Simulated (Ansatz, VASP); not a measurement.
One calculation of Ti, two programs

File INCAR:

```
SYSTEM = Ti
ALGO = Normal
EDIFF = 1E-7
ENCUT = 520
GGA = PE
ISIF = 2
ISMEAR = -1
LASPH = .TRUE.
LCHARG = .FALSE.
LREAL = .FALSE.
LWAVE = .FALSE.
NBANDS = 12
NELM = 80
PREC = Accurate
SIGMA = 0.08
```

Contents of KPOINTS:

```
k-points
0
G
  18 18 18
  0 0 0
```

File POSCAR:

```
Ti
1.0
    0.0000000000      1.5762846064      1.5762846064
    1.5762846064      0.0000000000      1.5762846064
    1.5762846064      1.5762846064      0.0000000000
Ti
1
Direct
    0.0000000000      0.0000000000      0.0000000000
```

Input for Ansatz:

```yaml
crystal:
  lattice:
    - [0.0, 1.5762846064, 1.5762846064]
    - [1.5762846064, 0.0, 1.5762846064]
    - [1.5762846064, 1.5762846064, 0.0]
  atoms:
    - { symbol: Ti, position: [0.0, 0.0, 0.0] }
kpoints:
  mp_grid: { grid: [18, 18, 18] }
  band_path:
    path:
      - [0.0, 0.0, 0.0]
      - [0.5, 0.0, 0.5]
      - [0.625, 0.25, 0.625]
      - [0.375, 0.375, 0.75]
      - [0.0, 0.0, 0.0]
      - [0.5, 0.5, 0.5]
      - [0.5, 0.25, 0.75]
      - [0.5, 0.0, 0.5]
    npoints: 8
scf:
  occupations: { method: fermi_dirac, width: 0.08 }
hamiltonian:
  xc: pbe
  pseudopotentials: { kind: all_electron, lapw: { basis_error: 0.001 } }
output:
  forces: true
  stress: true
  eigenvalues: true
  populations: true
  dos: { projected: true, de: 0.2, e_range: [-14, 8] }
```

Change from the starting cell: volume scaled by 0.45, LAPW.

Alike in both runs: task single point; functional PBE; k mesh 18 × 18 × 18; occupations fermi-dirac, width 0.08 eV; no spin polarisation.

|  | VASP | Ansatz |
| --- | --- | --- |
| version | VASP 6.6.1 | Ansatz 0.2.0 |
| potentials or method | VASP PAW PBE potentials, release 64 (Ti_sv), cutoff 520 eV | all-electron LAPW, scalar-relativistic |

Ansatz gave:

- pressure (GPa): 291.8

Task: What did VASP give for the same quantities?

Result: Pressure (GPa): 296.1.

Both programs put the cell under a high pressure, so it lies far from rest at this level. Ansatz ran all-electron here, and VASP with PAW potentials.

Noted on VASP's run: the cell as given lies far from equilibrium.
